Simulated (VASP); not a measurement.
# Cr (Cmmm) in VASP: relaxation of cell and atoms with PBE

Aim: the relaxation of cell and atoms of Cr with PBE.

Program: VASP 6.6.1. These are calculated values, not measurements. Logs are shortened: lines on timing, memory, paths and dates and some standing lists are left out, and cuts for length are marked.

**1. The cell of the first run**

Symmetry: Cmmm, No. 65, orthorhombic system. The conventional cell has a = 2.409 Å, b = 4.557 Å, c = 2.240 Å, α = 90.00°, β = 90.00°, γ = 90.00°. Within 3.0 Å of Cr (site symmetry mmm) lie 8 Cr at 2.24 to 2.58 Å.

**2. Relaxation of cell and atoms, PBE**

INCAR reads:

```
ALGO     = Fast           # electronic algorithm
EDIFF    = 1E-7           # SCF threshold, eV
EDIFFG   = -0.01          # ionic threshold
ENCUT    = 600            # plane-wave cutoff, eV
GGA      = PE             # functional
IBRION   = 2              # ionic algorithm
ISIF     = 3              # what is computed and relaxed
ISMEAR   = 0              # smearing method
LASPH    = T              # aspherical terms in the spheres
LCHARG   = F              # write CHGCAR
LREAL    = F              # projectors in reciprocal space
LWAVE    = F              # write WAVECAR
NELM     = 100            # most SCF steps
NSW      = 100            # ionic steps
PREC     = Accurate       # precision mode
SIGMA    = 0.1            # smearing width, eV
```

KPOINTS reads:

```
k-points
0
Gamma
  20 20 18
```

POSCAR reads:

```
Cr
1.0
    1.2046364983     -2.2782841716      0.0000000000
    1.2046364983      2.2782841716      0.0000000000
    0.0000000000      0.0000000000      2.2403797511
Cr
1
Direct
    0.0000000000      0.0000000000      0.0000000000
```

Potentials or basis: VASP PAW PBE potentials, release 64 (Cr_pv).

Started as:

```
$ cat potpaw_PBE.64/Cr_pv/POTCAR > POTCAR
$ mpirun -np 1 vasp_std > vasp.out
```

OUTCAR:

```text
EDIFF = 1E-7
   EDIFFG = -0.01
   ENCUT = 600
   GGA = PE
   IBRION = 2
   ISIF = 3
   ISMEAR = 0
   LASPH = T
   LREAL = F
   NELM = 100
   NSW = 100
   PREC = Accurate

 ion  position               nearest neighbor table
   1  0.000  0.000  0.000-

  LATTYP: Found a base centered orthorhombic cell.
 ALAT       =     2.4092729966
 B/A-ratio  =     1.8912627791
 C/A-ratio  =     0.9298986683

  Lattice vectors:

 A1 = (   1.2046364983,  -2.2782841716,   0.0000000000)
 A2 = (   1.2046364983,   2.2782841716,   0.0000000000)
 A3 = (   0.0000000000,   0.0000000000,   2.2403797511)

Analysis of symmetry for initial positions (statically):
=====================================================================
 Subroutine PRICEL returns:
 Original cell was already a primitive cell.

 Routine SETGRP: Setting up the symmetry group for a
 base centered orthorhombic supercell.

 Subroutine GETGRP returns: Found  8 space group operations
 (whereof  8 operations were pure point group operations)
 out of a pool of  8 trial point group operations.

The static configuration has the point symmetry D_2h.

Analysis of symmetry for dynamics (positions and initial velocities):
=====================================================================
 Subroutine PRICEL returns:
 Original cell was already a primitive cell.

 Routine SETGRP: Setting up the symmetry group for a
 base centered orthorhombic supercell.

 Subroutine GETGRP returns: Found  8 space group operations
 (whereof  8 operations were pure point group operations)
 out of a pool of  8 trial point group operations.

The dynamic configuration has the point symmetry D_2h.

 Subroutine INISYM returns: Found  8 space group operations
 (whereof  8 operations are pure point group operations),
 and found     1 'primitive' translations

----------------------------------------------------------------------------------------

                                     Primitive cell

  volume of cell :      12.2975

  direct lattice vectors                    reciprocal lattice vectors
     1.204636498 -2.278284172  0.000000000     0.415062968 -0.219463404  0.000000000
     1.204636498  2.278284172  0.000000000     0.415062968  0.219463404  0.000000000
     0.000000000  0.000000000  2.240379751     0.000000000  0.000000000  0.446352900

  length of vectors
     2.577154993  2.577154993  2.240379751     0.469511931  0.469511931  0.446352900

  position of ions in fractional coordinates (direct lattice)
     0.000000000  0.000000000  0.000000000

  ion indices of the primitive-cell ions
   primitive index   ion index
                 1           1

----------------------------------------------------------------------------------------

 KPOINTS: k-points

Automatic generation of k-mesh.
 Grid dimensions read from file:
 generate k-points for:   20   20   18

 Generating k-lattice:

  Cartesian coordinates                     Fractional coordinates (reciprocal lattice)
     0.020753148 -0.010973170  0.000000000     0.050000000  0.000000000  0.000000000
     0.020753148  0.010973170  0.000000000     0.000000000  0.050000000  0.000000000
     0.000000000  0.000000000  0.024797383     0.000000000  0.000000000  0.055555556

  Length of vectors
     0.023475597  0.023475597  0.024797383

  Shift w.r.t. Gamma in fractional coordinates (k-lattice)
     0.000000000  0.000000000  0.000000000

 Subroutine IBZKPT returns following result:
 ===========================================

 Found   1110 irreducible k-points:

 Following reciprocal coordinates:
            Coordinates               Weight
  0.000000  0.000000  0.000000      1.000000
  0.050000  0.000000  0.000000      4.000000
  0.100000  0.000000  0.000000      4.000000
  0.150000  0.000000  0.000000      4.000000
  0.200000  0.000000  0.000000      4.000000
  0.250000  0.000000  0.000000      4.000000
[... 16 lines left out ...]
 -0.400000  0.050000  0.000000      4.000000
 -0.350000  0.050000  0.000000      4.000000
 [... further k-points ...]
   k-points           NKPTS =   1110   k-points in BZ     NKDIM =   1110   number of bands    NBANDS=     10
   number of dos      NEDOS =    301   number of ions     NIONS =      1
   total plane-waves  NPLWV =  10368
   dimension x,y,z NGX =    24 NGY =   24 NGZ =   18
   dimension x,y,z NGXF=    48 NGYF=   48 NGZF=   36
   ions per type =               1
   NGX,Y,Z   is equivalent  to a cutoff of  15.48, 15.48, 13.36 a.u.
   NGXF,Y,Z  is equivalent  to a cutoff of  30.96, 30.96, 26.71 a.u.
 SYSTEM =  unknown system
   PREC   = accura    normal or accurate (medium, high low for compatibility)
   ISTART =      0    job   : 0-new  1-cont  2-samecut
   ICHARG =      2    charge: 1-file 2-atom 10-const
   ISPIN  =      1    spin polarized calculation?
   LNONCOLLINEAR =      F non collinear calculations
   LSORBIT =      F    spin-orbit coupling
   LASPH  =      T    aspherical Exc in radial PAW
   ENCUT  =  600.0 eV  44.10 Ry    6.64 a.u.   5.15  5.15  4.47*2*pi/ulx,y,z
   NELM   =    100;   NELMIN=  2; NELMDL= -5     # of ELM steps
   EDIFF  = 0.1E-06   stopping-criterion for ELM
   LREAL  =      F    real-space projection
   EDIFFG = -.1E-01   stopping-criterion for IOM
   NSW    =    100    number of steps for IOM
   IBRION =      2    ionic relax: 0-MD 1-quasi-New 2-CG
   NFREE  =      1    steps in history (QN), initial steepest desc. (CG)
   ISIF   =      3    stress and relaxation
   ISYM   =      2    0-nonsym 1-usesym 2-fastsym
   POTIM  = 0.5000    time-step for ionic-motion
   TEBEG  =    0.0;   TEEND  =   0.0 temperature during run
   PSTRESS=    0.0 pullay stress
   NELECT =      12.0000    total number of electrons
   NUPDOWN=      -1.0000    fix difference up-down
   EMIN   =  10.00;   EMAX   =-10.00  energy-range for DOS
   EFERMI =   0.00;   METHOD = LEGACY
   ISMEAR =     0;   SIGMA  =   0.10  broadening in eV -4-tet -1-fermi 0-gaus
   EFERMI_NEDOS =   21; number of points for ismear=-14 and -15
   IALGO  =     68    algorithm
   IMIX   =      4    mixing-type and parameters
     AMIX     =   0.40;   BMIX     =  1.00
     AMIX_MAG =   1.60;   BMIX_MAG =  1.00
  volume/ion in A,a.u.               =      12.30        82.99
  Fermi-wavevector in a.u.,A,eV,Ry     =   1.623791  3.068520 35.874433  2.636696
  Thomas-Fermi vector in A             =   2.717183
   LORBIT       =      0    0 simple, 1 ext, 2 COOP (PROOUT), +10 PAW based schemes
   GGA     = PE    functional components
   LHFCALC =     F    Hartree Fock is set to
   AEXX    =    0.0000 exact exchange contribution
   IVDW    =     0    specifies the selected vdW correction
   LEPSILON=     F    determine dielectric tensor
   LRPA    =     F    only Hartree local field effects (RPA)
 conjugate gradient relaxation of ions
 non-spin polarized calculation
 RMM-DIIS sequential band-by-band and
 Gauss-broadening in eV      SIGMA  =   0.10
  energy-cutoff  :      600.00
  volume of cell :       12.30
 maximum number of plane-waves:       427
 NGX is ok and might be reduce to    24
   NGX = 11   NGY = 11   NGZ =  9

--------------------------------------- Ionic step        1  -------------------------------------------

 number of electron      12.0000003 magnetization

 Free energy of the ion-electron system (eV)
  ---------------------------------------------------
  ext. energy  EPLUGINS =         0.00000000
  ---------------------------------------------------
  free energy    TOTEN  =        -8.78236161 eV

  energy without entropy =       -8.77698490  energy(sigma->0) =       -8.77967325

------------------------ aborting loop because EDIFF is reached ----------------------------------------

  FORCE on cell =-STRESS in cart. coord.  units (eV):
  Direction    XX          YY          ZZ          XY          YZ          ZX
  --------------------------------------------------------------------------------------
  -------------------------------------------------------------------------------------
  Total       -0.0356094     -0.0129811      0.0272348     -0.0000000      0.0000000      0.0000000
  in kB       -4.6393794     -1.6912432      3.5482954     -0.0000000      0.0000000      0.0000000
  external PRESSURE =      -0.9274424 kB  Pullay stress =       0.0000000 kB
[... 160 lines left out ...]
  energy  without entropy=       -8.7770851034  energy(sigma->0) =       -8.77974626

--------------------------------------- Ionic step        6  -------------------------------------------

 number of electron      12.0000002 magnetization

 Free energy of the ion-electron system (eV)
  ---------------------------------------------------
  ext. energy  EPLUGINS =         0.00000000
  ---------------------------------------------------
  free energy    TOTEN  =        -8.78241379 eV

  energy without entropy =       -8.77711149  energy(sigma->0) =       -8.77976264

 E-fermi :  10.1647     XC(G=0): -13.2244

 val. band max:       10.1645159268   @ k =   0.1000   0.1000   0.4444
 cond. band min:      10.1661300508   @ k =   0.1000   0.1000   0.2778
 fundamental gap:      0.0016141240
 Fermi energy:        10.1647410349

 k-point     1 :       0.0000    0.0000    0.0000
  band No.  band energies     occupation
      1     -32.5062      2.00000
      2     -32.3709      2.00000
      3     -32.1730      2.00000
      4       2.6213      2.00000
      5       6.8599      2.00000
      6       8.8579      2.00000
      7      10.2150      0.47742
      8      12.7151      0.00000
      9      12.9194      0.00000
     10      17.6740      0.00000
[... 287 lines left out ...]
 k-point    24 :      -0.3500    0.0500    0.0000
  band No.  band energies     occupation
      1     -33.0308      2.00000
      2     -32.6397      2.00000
      3     -32.1072      2.00000
      4       5.6527      2.00000
      5       7.4268      2.00000
      6       8.9436      2.00000
      7      11.6263      0.00000
      8      11.6850      0.00000
      9      12.4792      0.00000
     10      17.6725      0.00000

 [... further k-points ...]

------------------------ aborting loop because EDIFF is reached ----------------------------------------

  FORCE on cell =-STRESS in cart. coord.  units (eV):
  Direction    XX          YY          ZZ          XY          YZ          ZX
  --------------------------------------------------------------------------------------
  -------------------------------------------------------------------------------------
  Total       -0.0082845      0.0018907     -0.0063232      0.0000000      0.0000000      0.0000000
  in kB       -1.0797296      0.2464195     -0.8241045      0.0000000      0.0000000      0.0000000
  external PRESSURE =      -0.5524715 kB  Pullay stress =       0.0000000 kB
[... 16 lines left out ...]
  FREE ENERGIE OF THE ION-ELECTRON SYSTEM (eV)
  ---------------------------------------------------
  free  energy   TOTEN  =        -8.7824137878 eV

  energy  without entropy=       -8.7771114926  energy(sigma->0) =       -8.77976264

 reached required accuracy - stopping structural energy minimisation
```

Wall time 3.5 min (1 thread of Intel Xeon Platinum 8375C at 2.90GHz (Ice Lake), shared host); peak memory 0.3 GiB.

What came out:

```yaml
Free_energy: -8.7824 eV
Relaxed_volume: 12.29 Å³/atom
Relaxed_cell: a = 2.576 Å, b = 2.576 Å, c = 2.243 Å, α = 90.00°, β = 90.00°, γ = 124.35°
Space_group_after_relaxing_to_0.1_Å: Cmmm (No. 65)
Energy_gained_by_relaxing: 0.1 meV/atom
Ionic_steps: 6
Pressure_after_relaxing: -0.1 GPa
Band_gap_on_the_k_mesh: zero (bands 6 and 7 overlap by 1.04 eV)
```

Final structure:
```xyz
1
Lattice="1.2025 -2.2784 0.0000 1.2025 2.2784 0.0000 0.0000 0.0000 2.2434" Properties=species:S:1:pos:R:3 pbc="T T T"
Cr    0.0000    0.0000    0.0000
```

Caveat: the run has no spin polarisation, though such a crystal can be magnetic.
